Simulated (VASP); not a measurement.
# Sn3Br2 (P-3m1) in VASP: notebook

Runs on Sn3Br2. Level: PBE. Tasks: relaxation of cell and atoms, single point.

Everything below comes from runs of VASP 6.6.1. Logs are shortened: lines on timing, memory, paths and dates and some standing lists are left out, and cuts for length are marked.

## (1) The cell of the first run

Symmetry: P-3m1, No. 164, trigonal system. The conventional cell has a = 4.627 Å, b = 4.627 Å, c = 7.198 Å, α = 90.00°, β = 90.00°, γ = 120.00°. Within 4.2 Å of Sn (site symmetry -3m) lie 6 Br at 3.20 Å and 6 Sn at 3.70 Å. Sn (site symmetry 3m) has 4 Br at 2.79 to 2.88 Å and 6 Sn at 3.39 to 3.70 Å within 3.7 Å. Within 3.7 Å of Br (site symmetry 3m) lie 7 Sn at 2.79 to 3.20 Å.

## (2) Relaxation of cell and atoms, PBE

File INCAR:

```
SYSTEM = Sn3Br2
PREC = Accurate ; ENCUT = 500
EDIFF = 1E-7 ; ISMEAR = 0
SIGMA = 0.1 ; LREAL = .False.
LASPH = .True. ; NELM = 120
ALGO = Normal ; ISIF = 3
LWAVE = .False. ; LCHARG = .False.
GGA = PE ; IBRION = 2
NSW = 90 ; EDIFFG = -0.04
GGA_COMPAT = .False. ; NELMIN = 4
```

File KPOINTS:

```
Automatic mesh
0
Gamma
  6 6 4
  0 0 0
```

File POSCAR:

```
Sn3Br2
1.0
    4.6265549792      0.0000000000      0.0000000000
   -2.3132774896      4.0067141440      0.0000000000
    0.0000000000      0.0000000000      7.1981680260
Sn Br
3 2
Direct
    0.0000000000      0.0000000000      0.0000000000
    0.3333333333      0.6666666667      0.6450000000
    0.6666666667      0.3333333333      0.3550000000
    0.3333333333      0.6666666667      0.2450000000
    0.6666666667      0.3333333333      0.7550000000
```

Potentials or basis: VASP PAW PBE potentials, release 64 (Sn_d, Br).

Launch:

```bash
> cat potpaw_PBE.64/Sn_d/POTCAR potpaw_PBE.64/Br/POTCAR > POTCAR
> mpirun -np 1 vasp_std > vasp.out
```

OUTCAR:

```text
SYSTEM = Sn3Br2
   PREC = Accurate
   ENCUT = 500
   EDIFF = 1E-7
   ISMEAR = 0
   LREAL = .False.
   LASPH = .True.
   NELM = 120
   ISIF = 3
   GGA = PE
   IBRION = 2
   NSW = 90
   EDIFFG = -0.04
   NELMIN = 4

 ion  position               nearest neighbor table
   1  0.000  0.000  0.000-   4 3.20   5 3.20   5 3.20   4 3.20   5 3.20   4 3.20   2 3.70   3 3.70
                             2 3.70   3 3.70   3 3.70   2 3.70
   2  0.333  0.667  0.645-   5 2.79   5 2.79   5 2.79   4 2.88   3 3.39   3 3.39   3 3.39   1 3.70
                             1 3.70   1 3.70
   3  0.667  0.333  0.355-   4 2.79   4 2.79   4 2.79   5 2.88   2 3.39   2 3.39   2 3.39   1 3.70
                             1 3.70   1 3.70
   4  0.333  0.667  0.245-   3 2.79   3 2.79   3 2.79   2 2.88   1 3.20   1 3.20   1 3.20
   5  0.667  0.333  0.755-   2 2.79   2 2.79   2 2.79   3 2.88   1 3.20   1 3.20   1 3.20

  LATTYP: Found a hexagonal cell.
 ALAT       =     4.6265549792
 C/A-ratio  =     1.5558375634

  Lattice vectors:

 A1 = (   4.6265549792,   0.0000000000,   0.0000000000)
 A2 = (  -2.3132774896,   4.0067141440,   0.0000000000)
 A3 = (   0.0000000000,   0.0000000000,   7.1981680260)

Analysis of symmetry for initial positions (statically):
=====================================================================
 Subroutine PRICEL returns:
 Original cell was already a primitive cell.

 Routine SETGRP: Setting up the symmetry group for a
 hexagonal supercell.

 Subroutine GETGRP returns: Found 12 space group operations
 (whereof 12 operations were pure point group operations)
 out of a pool of 24 trial point group operations.

The static configuration has the point symmetry D_3d.

Analysis of symmetry for dynamics (positions and initial velocities):
=====================================================================
 Subroutine PRICEL returns:
 Original cell was already a primitive cell.

 Routine SETGRP: Setting up the symmetry group for a
 hexagonal supercell.

 Subroutine GETGRP returns: Found 12 space group operations
 (whereof 12 operations were pure point group operations)
 out of a pool of 24 trial point group operations.

The dynamic configuration has the point symmetry D_3d.

 Subroutine INISYM returns: Found 12 space group operations
 (whereof 12 operations are pure point group operations),
 and found     1 'primitive' translations

----------------------------------------------------------------------------------------

                                     Primitive cell

  volume of cell :     133.4345

  direct lattice vectors                    reciprocal lattice vectors
     4.626554979  0.000000000  0.000000000     0.216143546  0.124790535  0.000000000
    -2.313277490  4.006714144  0.000000000     0.000000000  0.249581069  0.000000000
     0.000000000  0.000000000  7.198168026     0.000000000  0.000000000  0.138924237

  length of vectors
     4.626554979  4.626554979  7.198168026     0.249581069  0.249581069  0.138924237

  position of ions in fractional coordinates (direct lattice)
     0.000000000  0.000000000  0.000000000
     0.333333333  0.666666667  0.645000000
     0.666666667  0.333333333  0.355000000
     0.333333333  0.666666667  0.245000000
     0.666666667  0.333333333  0.755000000

  ion indices of the primitive-cell ions
   primitive index   ion index
                 1           1
                 2           2
                 3           3
                 4           4
                 5           5

----------------------------------------------------------------------------------------

 KPOINTS: Automatic mesh

Automatic generation of k-mesh.
 Grid dimensions read from file:
 generate k-points for:    6    6    4

 Generating k-lattice:

  Cartesian coordinates                     Fractional coordinates (reciprocal lattice)
     0.036023924  0.020798422  0.000000000     0.166666667  0.000000000  0.000000000
     0.000000000  0.041596845  0.000000000     0.000000000  0.166666667  0.000000000
     0.000000000  0.000000000  0.034731059     0.000000000  0.000000000  0.250000000

  Length of vectors
     0.041596845  0.041596845  0.034731059

  Shift w.r.t. Gamma in fractional coordinates (k-lattice)
     0.000000000  0.000000000  0.000000000

 Subroutine IBZKPT returns following result:
 ===========================================

 Found     24 irreducible k-points:

 Following reciprocal coordinates:
            Coordinates               Weight
  0.000000  0.000000  0.000000      1.000000
  0.166667  0.000000  0.000000      6.000000
  0.333333  0.000000  0.000000      6.000000
  0.500000  0.000000  0.000000      3.000000
  0.166667  0.166667  0.000000      6.000000
  0.333333  0.166667  0.000000     12.000000
[... 16 lines left out ...]
  0.333333  0.166667  0.500000     12.000000
  0.333333  0.333333  0.500000      2.000000
   k-points           NKPTS =     24   k-points in BZ     NKDIM =     24   number of bands    NBANDS=     33
   number of dos      NEDOS =    301   number of ions     NIONS =      5
   total plane-waves  NPLWV =  69984
   dimension x,y,z NGX =    36 NGY =   36 NGZ =   54
   dimension x,y,z NGXF=    72 NGYF=   72 NGZF=  108
   ions per type =               3   2
   NGX,Y,Z   is equivalent  to a cutoff of  12.94, 12.94, 12.47 a.u.
   NGXF,Y,Z  is equivalent  to a cutoff of  25.87, 25.87, 24.94 a.u.
 SYSTEM =  Sn3Br2
   PREC   = accura    normal or accurate (medium, high low for compatibility)
   ISTART =      0    job   : 0-new  1-cont  2-samecut
   ICHARG =      2    charge: 1-file 2-atom 10-const
   ISPIN  =      1    spin polarized calculation?
   LNONCOLLINEAR =      F non collinear calculations
   LSORBIT =      F    spin-orbit coupling
   LASPH  =      T    aspherical Exc in radial PAW
   ENCUT  =  500.0 eV  36.75 Ry    6.06 a.u.   8.44  8.44 13.12*2*pi/ulx,y,z
   NELM   =    120;   NELMIN=  4; NELMDL= -5     # of ELM steps
   EDIFF  = 0.1E-06   stopping-criterion for ELM
   LREAL  =      F    real-space projection
   EDIFFG = -.4E-01   stopping-criterion for IOM
   NSW    =     90    number of steps for IOM
   IBRION =      2    ionic relax: 0-MD 1-quasi-New 2-CG
   NFREE  =      1    steps in history (QN), initial steepest desc. (CG)
   ISIF   =      3    stress and relaxation
   ISYM   =      2    0-nonsym 1-usesym 2-fastsym
   POTIM  = 0.5000    time-step for ionic-motion
   TEBEG  =    0.0;   TEEND  =   0.0 temperature during run
   PSTRESS=    0.0 pullay stress
   NELECT =      56.0000    total number of electrons
   NUPDOWN=      -1.0000    fix difference up-down
   EMIN   =  10.00;   EMAX   =-10.00  energy-range for DOS
   EFERMI =   0.00;   METHOD = LEGACY
   ISMEAR =     0;   SIGMA  =   0.10  broadening in eV -4-tet -1-fermi 0-gaus
   EFERMI_NEDOS =   21; number of points for ismear=-14 and -15
   IALGO  =     38    algorithm
   IMIX   =      4    mixing-type and parameters
     AMIX     =   0.40;   BMIX     =  1.00
     AMIX_MAG =   1.60;   BMIX_MAG =  1.00
  volume/ion in A,a.u.               =      26.69       180.09
  Fermi-wavevector in a.u.,A,eV,Ry     =   1.225692  2.316223 20.440329  1.502322
  Thomas-Fermi vector in A             =   2.360721
   LORBIT       =      0    0 simple, 1 ext, 2 COOP (PROOUT), +10 PAW based schemes
   GGA     = PE    functional components
   LHFCALC =     F    Hartree Fock is set to
   AEXX    =    0.0000 exact exchange contribution
   IVDW    =     0    specifies the selected vdW correction
   LEPSILON=     F    determine dielectric tensor
   LRPA    =     F    only Hartree local field effects (RPA)
 conjugate gradient relaxation of ions
 non-spin polarized calculation
 Gauss-broadening in eV      SIGMA  =   0.10
  energy-cutoff  :      500.00
  volume of cell :      133.43
 maximum number of plane-waves:      3429
 NGX is ok and might be reduce to    36
   NGX = 17   NGY = 17   NGZ = 27

--------------------------------------- Ionic step        1  -------------------------------------------

 number of electron      55.9999990 magnetization

 Free energy of the ion-electron system (eV)
  ---------------------------------------------------
  ext. energy  EPLUGINS =         0.00000000
  ---------------------------------------------------
  free energy    TOTEN  =       -11.61903365 eV

  energy without entropy =      -11.58916952  energy(sigma->0) =      -11.60410159

------------------------ aborting loop because EDIFF is reached ----------------------------------------

  FORCE on cell =-STRESS in cart. coord.  units (eV):
  Direction    XX          YY          ZZ          XY          YZ          ZX
  --------------------------------------------------------------------------------------
  -------------------------------------------------------------------------------------
  Total       12.2018087     12.2018087      9.2468859      0.0000000     -0.0000000      0.0000000
  in kB      146.5098173    146.5098173    111.0294059      0.0000000     -0.0000000      0.0000000
  external PRESSURE =     134.6830135 kB  Pullay stress =       0.0000000 kB
[... 98 lines left out ...]
  FREE ENERGIE OF THE ION-ELECTRON SYSTEM (eV)
  ---------------------------------------------------
  free  energy   TOTEN  =       -13.3410974392 eV

  energy  without entropy=      -13.3094416441  energy(sigma->0) =      -13.32526954

 E-fermi :   5.4806     XC(G=0):  -9.3363

 val. band max:        5.4767492224   @ k =   0.1667   0.1667   0.5000
 cond. band min:       5.5177428500   @ k =   0.1667   0.0000   0.2500
 fundamental gap:      0.0409936276
 Fermi energy:         5.4805678581

 k-point     1 :       0.0000    0.0000    0.0000
  band No.  band energies     occupation
      1     -16.8422      2.00000
      2     -16.8422      2.00000
      3     -16.7110      2.00000
      4     -16.7110      2.00000
      5     -16.6707      2.00000
      6     -16.1716      2.00000
[... 853 lines left out ...]
     32       7.1075      0.00000
     33       8.0840      0.00000

[... ionic steps 4 to 65 ...]

--------------------------------------- Ionic step       66  -------------------------------------------

 number of electron      56.0000024 magnetization

------------------------ aborting loop because EDIFF is reached ----------------------------------------

  FORCE on cell =-STRESS in cart. coord.  units (eV):
  Direction    XX          YY          ZZ          XY          YZ          ZX
  --------------------------------------------------------------------------------------
  -------------------------------------------------------------------------------------
  Total       -0.1589530     -0.1589530      0.0073264     -0.0000000     -0.0000000      0.0000000
  in kB       -1.2837528     -1.2837528      0.0591705     -0.0000000     -0.0000000      0.0000000
  external PRESSURE =      -0.8361117 kB  Pullay stress =       0.0000000 kB
[... 63 lines left out ...]
  energy  without entropy=      -16.1425879186  energy(sigma->0) =      -16.14582788

--------------------------------------- Ionic step       68  -------------------------------------------

 number of electron      56.0000008 magnetization

 Free energy of the ion-electron system (eV)
  ---------------------------------------------------
  ext. energy  EPLUGINS =         0.00000000
  ---------------------------------------------------
  free energy    TOTEN  =       -16.15175553 eV

  energy without entropy =      -16.14499651  energy(sigma->0) =      -16.14837602

 E-fermi :   2.9556     XC(G=0):  -7.7882

 val. band max:        2.9236234848   @ k =   0.0000   0.0000   0.2500
 cond. band min:       2.9610578502   @ k =   0.0000   0.0000   0.0000
 fundamental gap:      0.0374343654
 Fermi energy:         2.9555634078

 k-point     1 :       0.0000    0.0000    0.0000
  band No.  band energies     occupation
      1     -19.7053      2.00000
      2     -19.6953      2.00000
      3     -19.6953      2.00000
      4     -19.6802      2.00000
      5     -19.6802      2.00000
      6     -18.3727      2.00000
[... 885 lines left out ...]
  FREE ENERGIE OF THE ION-ELECTRON SYSTEM (eV)
  ---------------------------------------------------
  free  energy   TOTEN  =       -16.1517555337 eV

  energy  without entropy=      -16.1449965133  energy(sigma->0) =      -16.14837602

 reached required accuracy - stopping structural energy minimisation
```

Run time: 48 min. Hardware: 1 thread of AMD EPYC 9R45 (Zen 5), shared host; peak memory 0.28 GiB.

Results:

- Free energy: -16.1518 eV
- Relaxed volume: 39.75 Å³/atom
- Relaxed cell: a = 4.611 Å, b = 4.611 Å, c = 10.794 Å, α = 90.00°, β = 90.00°, γ = 120.00°
- Space group after relaxing (to 0.1 Å): P-3m1 (No. 164)
- Energy gained by relaxing: 906.5 meV/atom
- Ionic steps: 68
- Pressure after relaxing: 0.0 GPa
- Largest force after relaxing: 0.037 eV/Å
- Band gap on the k mesh: zero (bands 28 and 29 overlap by 0.17 eV)

Forces in eV/Å, atoms in the order of the input:
```
Sn   0.000  0.000  0.000
Sn   0.000  0.000  0.037
Sn   0.000  0.000 -0.037
Br   0.000  0.000 -0.008
Br   0.000  0.000  0.008
```

Stress tensor (GPa, compression positive):
```
-0.04  0.00  0.00
 0.00 -0.04  0.00
 0.00  0.00  0.09
```

Step by step:
| step | energy change (eV) | largest force (eV/Å) | pressure (GPa) | volume (Å³) |
| --- | --- | --- | --- | --- |
| 1 | 0.0000 | 2.3822 | 13.47 | 133.43 |
| 3 | -1.7221 | 0.7910 | -0.49 | 177.69 |
| 5 | -1.7965 | 0.8108 | -0.61 | 176.56 |
| 7 | -2.3151 | 0.4635 | 0.59 | 158.17 |
| 9 | -2.3321 | 0.5265 | 1.11 | 155.01 |
| 11 | -2.4206 | 0.6811 | -0.89 | 164.07 |
| 13 | -2.9610 | 1.0571 | -0.44 | 158.95 |
| 15 | -3.3805 | 0.6753 | 1.02 | 152.53 |
| 17 | -3.4637 | 0.4326 | 0.96 | 154.09 |
| 19 | -3.5613 | 0.1542 | -0.02 | 159.47 |
| 21 | -3.5760 | 0.1582 | -0.22 | 160.81 |
| 23 | -3.5848 | 0.1544 | 0.50 | 157.73 |
| 25 | -3.5941 | 0.1360 | 0.44 | 158.37 |
| 27 | -3.6077 | 0.1116 | 0.09 | 161.03 |
| 29 | -3.6184 | 0.1677 | -0.41 | 164.33 |
| 31 | -3.6768 | 0.3339 | -0.04 | 165.13 |
| 33 | -3.8638 | 0.7314 | 2.33 | 164.07 |
| 35 | -3.8977 | 0.4750 | 1.84 | 164.64 |
| 37 | -3.9059 | 0.5199 | 1.79 | 165.30 |
| 39 | -3.9097 | 0.7519 | 1.61 | 168.04 |
| 41 | -3.9237 | 0.6621 | 1.55 | 167.75 |
| 43 | -3.9929 | 0.5070 | 0.61 | 172.10 |
| 45 | -4.0195 | 0.3157 | -1.97 | 189.91 |
| 47 | -4.0773 | 0.3120 | -0.95 | 181.73 |
| 49 | -4.2991 | 0.1574 | 0.92 | 174.25 |
| 51 | -4.3268 | 0.0816 | 1.97 | 171.03 |
| 53 | -4.4144 | 0.0507 | 1.65 | 175.70 |
| 55 | -4.4486 | 0.1844 | 1.52 | 179.90 |
| 57 | -4.4940 | 0.3363 | -0.11 | 189.19 |
| 59 | -4.5007 | 0.2707 | -0.04 | 189.31 |
| 61 | -4.5209 | 0.1332 | 0.16 | 193.64 |
| 63 | -4.5244 | 0.1321 | -0.03 | 195.12 |
| 65 | -4.5281 | 0.1149 | -0.22 | 197.84 |
| 67 | -4.5300 | 0.0797 | 0.18 | 199.46 |
| 68 | -4.5327 | 0.0370 | 0.01 | 198.76 |

Final structure:
```
CELL_PARAMETERS angstrom
4.61103 0.00000 0.00000
-2.30551 3.99327 0.00000
0.00000 0.00000 10.79434
ATOMIC_POSITIONS crystal
Sn 0.00000 0.00000 0.00000
Sn 0.33333 0.66667 0.54085
Sn 0.66667 0.33333 0.45915
Br 0.33333 0.66667 0.14154
Br 0.66667 0.33333 0.85846
```

Caveat: the volume moved by over 15 % at a fixed basis, so the end points are rough; spin-orbit coupling is left out, which moves the levels of the heavy elements.

## (3) Single point, PBE

This run uses another cell than the first one, of 44.13 Å³/atom.

File INCAR:

```
SYSTEM = Sn3Br2
PREC     = Accurate       ! precision mode
ENCUT    = 500            ! plane-wave cutoff, eV
EDIFF    = 1E-6           ! SCF threshold, eV
ISMEAR   = 0              ! smearing method
SIGMA    = 0.1            ! smearing width, eV
LREAL    = .False.        ! projectors in reciprocal space
LASPH    = .True.         ! aspherical terms in the spheres
NELM     = 120            ! most SCF steps
ALGO     = Normal         ! electronic algorithm
ISIF     = 2              ! what is computed and relaxed
LWAVE    = .False.        ! write WAVECAR
LCHARG   = .False.        ! write CHGCAR
GGA      = PE             ! functional
NBANDS   = 36             ! bands
GGA_COMPAT= .False.
```

File KPOINTS:

```
Automatic mesh
0
Gamma
  12 12 4
  0 0 0
```

File POSCAR:

```
Sn3Br2
1.0
    4.5919799823      0.0000000000      0.0000000000
   -2.2959899912      3.9767713183      0.0000000000
    0.0000000000      0.0000000000     12.0824058137
Sn Br
3 2
Direct
    0.0000000000      0.0000000000      0.0000000000
    0.3333333333      0.6666666667      0.5371655015
    0.6666666667      0.3333333333      0.4628344985
    0.3333333333      0.6666666667      0.1277868285
    0.6666666667      0.3333333333      0.8722131715
```

Potentials or basis: VASP PAW PBE potentials, release 64 (Sn_d, Br).

Launch:

```bash
> cat potpaw_PBE.64/Sn_d/POTCAR potpaw_PBE.64/Br/POTCAR > POTCAR
> mpirun -np 1 vasp_std > vasp.out
```

Wall time 4.9 min (1 thread of AMD EPYC 9R45 (Zen 5), shared host); peak memory 0.58 GiB.

It converged, with:

- Free energy: -16.2589 eV
- Pressure: 0.0 GPa
- Band gap on the k mesh: zero (bands 28 and 29 overlap by 0.09 eV)

Levels at points of the mesh, in eV from the Fermi level:
```csv
k point,band 25,band 26,band 27,band 28,band 29,band 30,band 31,band 32
"(0.00, 0.00, 0.00)",-2.83,-2.82,-0.04,-0.04,-0.04,0.69,1.40,1.40
"(0.50, 0.00, 0.00)",-3.30,-2.44,-1.35,-0.91,0.58,0.94,1.73,2.31
"(0.00, 0.00, 0.50)",-3.23,-2.59,-0.07,-0.05,-0.05,0.67,1.40,1.40
"(0.50, 0.00, 0.50)",-3.29,-2.43,-1.34,-0.95,0.63,0.98,1.74,2.30
```

Caveat: spin-orbit coupling is left out, which moves the levels of the heavy elements.

The gap in the log of VASP goes by the Fermi energy; the results here count the filled bands.